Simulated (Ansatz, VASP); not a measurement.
**ScIn3N2 in VASP and in Ansatz**

```
CELL_PARAMETERS angstrom
6.09815 0.00000 0.00000
-3.04907 5.28115 0.00000
0.00000 0.00000 3.30888
ATOMIC_POSITIONS crystal
Sc 0.00000 0.00000 0.00000
In 0.50000 0.50000 0.50000
In 0.00000 0.50000 0.50000
In 0.50000 0.00000 0.50000
N 0.33333 0.66667 0.00000
N 0.66667 0.33333 0.00000
```

Change from the starting cell: species swapped into the CeGa3Pd2 type (P6/mmm, No. 191).

Alike in both runs: functional PBE; k mesh 12 × 12 × 10; occupations gaussian, width 0.1 eV; no spin polarisation.

Ansatz relaxed the structure, and its values are those at the end. VASP's run is a single point on that final structure, the one shown.

|  | VASP | Ansatz |
| --- | --- | --- |
| version | VASP 6.6.1 | Ansatz 0.2.0 |
| potentials or method | VASP PAW PBE potentials, release 64 (Sc_sv, In_d, N), cutoff 520 eV | scalar-relativistic, plane waves, PAW |
| valence electrons in the cell | 60 | 60 |

```csv
,VASP,Ansatz,Ansatz less VASP
gap on the k mesh at the Fermi level (eV),none,none,-
pressure (GPa),0.1,0.0,-0.06
```

A gap of «none» marks a metal or a gap that the smearing closes. The functional is the same, so the differences come from potentials, cutoffs and numerics.
